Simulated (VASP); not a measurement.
Runs of VASP 6.6.1 on Zn2SbO3. The structure is that of space group Pmmm (No. 47), or close to it. The cells are those of the table. 

```tsv
potentials or basis	cell	cutoff (eV)	second run	gap on the mesh (eV)	pressure (GPa)	largest force (eV/Å)
VASP PAW PBE potentials, release 64 (Zn, Sb, O)	a = 3.523, b = 5.044, c = 6.078 Å, 6 atoms	520	-	none	0.3	(a)
VASP PAW PBE potentials, release 64 (Zn, Sb, O)	a = 3.412, b = 4.316, c = 6.342 Å, 6 atoms	520	-	none	207.1	83.68
VASP PAW PBE potentials, release 64 (Zn, Sb, O)	a = 4.998, b = 6.043, c = 3.621 Å, 6 atoms	520	-	none	0.5	0.44
VASP PAW PBE potentials, release 64 (Zn, Sb_d_GW, O)	a = 4.998, b = 6.043, c = 3.621 Å, 6 atoms	600	valence_matched	none	0.5	0.44
```

Alike in all rows: task single point; level PBE; no spin polarisation; k mesh 6 × 4 × 4; smearing gaussian 0.1 eV.

Problem. Fill in the values left out.

Solution. (a) 0.47.

Caveats: some runs use coarse meshes; spin-orbit coupling is left out, which moves the levels of the heavy elements; an odd number of electrons without spin polarisation forces a metal; a magnetic or distorted state may lie lower.

A k mesh can miss the band edges, and the runs leave out spin-orbit coupling on Sb.

A gap of «none» marks levels without a gap at the run's occupations.

The runs don't all hold the same shells in valence.
